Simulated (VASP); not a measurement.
Write the native input for VASP 6.6.1 that does the following.

```
Task                   : single point
Functional             : PBEsol
Potentials or basis    : VASP PAW PBE potentials, release 64 (Nb_sv)
Cutoff                 : 500 eV
k mesh                 : 8 × 8 × 8
Occupations            : fermi-dirac, width 0.05 eV
Spin                   : no spin polarisation
Dipole correction      : no
Further INCAR settings : ALGO = Normal; EDIFF = 1e-06; NBANDS = 12
```

The structure of Nb lies in POSCAR:

```
Nb
1.0
   -1.6639500000      1.6639500000      1.6639500000
    1.6639500000     -1.6639500000      1.6639500000
    1.6639500000      1.6639500000     -1.6639500000
Nb
1
Direct
    0.0000000000      0.0000000000      0.0000000000
```

The input as run:

INCAR

```
PREC     = Accurate       # precision mode
ENCUT    = 500            # plane-wave cutoff, eV
EDIFF    = 1E-6           # SCF threshold, eV
ISMEAR   = -1             # smearing method
SIGMA    = 0.05           # smearing width, eV
LREAL    = F              # projectors in reciprocal space
LASPH    = T              # aspherical terms in the spheres
NELM     = 120            # most SCF steps
ALGO     = Normal         # electronic algorithm
ISIF     = 2              # what is computed and relaxed
LWAVE    = F              # write WAVECAR
LCHARG   = F              # write CHGCAR
GGA      = PS             # functional
NBANDS   = 12             # bands
GGA_COMPAT= F
```

KPOINTS

```
regular mesh
0
Gamma
  8 8 8
```

Potentials or basis: VASP PAW PBE potentials, release 64 (Nb_sv).

The run is started by

```sh
$ cat potpaw_PBE.64/Nb_sv/POTCAR > POTCAR
$ mpirun -np 1 vasp_std > vasp.out
```

Results of the run:

- Pressure: -8.5 GPa

Caveat: the PAW data sets were made with another functional, which shifts forces and pressure a little.

Wall time 14 s on 1 thread of AMD EPYC 7R13, on a shared host, peak memory 0.11 GiB.
